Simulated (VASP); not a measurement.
Write the native input for VASP 6.6.1 that does the following.

```
Task                   : single point
Functional             : LDA
Potentials or basis    : VASP PAW LDA potentials, release 64 (La)
Cutoff                 : 520 eV
k mesh                 : 18 × 18 × 18
Occupations            : fermi-dirac, width 0.1 eV
Spin                   : no spin polarisation
Dipole correction      : no
Further INCAR settings : ALGO = Normal; EDIFF = 1e-06; NBANDS = 12
```

The structure of La lies in POSCAR:

```
La
1.0
    0.0000000000      2.5193877003      2.5193877003
    2.5193877003      0.0000000000      2.5193877003
    2.5193877003      2.5193877003      0.0000000000
La
1
Direct
    0.0000000000      0.0000000000      0.0000000000
```

These files were run (other wordings do the same):

INCAR

```
SYSTEM = La
PREC = Accurate
ENCUT = 520
EDIFF = 1E-6
ISMEAR = -1
SIGMA = 0.1
LREAL = .FALSE.
LASPH = .TRUE.
NELM = 80
ALGO = Normal
ISIF = 2
LWAVE = .FALSE.
LCHARG = .FALSE.
GGA = CA
NBANDS = 12
```

KPOINTS

```
Automatic mesh
0
G
  18 18 18
  0 0 0
```

Potentials or basis: VASP PAW LDA potentials, release 64 (La).

Command:

```bash
$ cat potpaw_LDA.64/La/POTCAR > POTCAR
$ mpirun -np 1 vasp_std > vasp.out
```

It gave:

| Item | Value |
| --- | --- |
| Pressure | -0.1 GPa |

It took 93 s on 1 thread of Intel(R) Xeon(R) Platinum 8175M CPU @ 2.50GHz (Skylake/Cascade Lake) (shared host), peak memory 0.22 GiB.
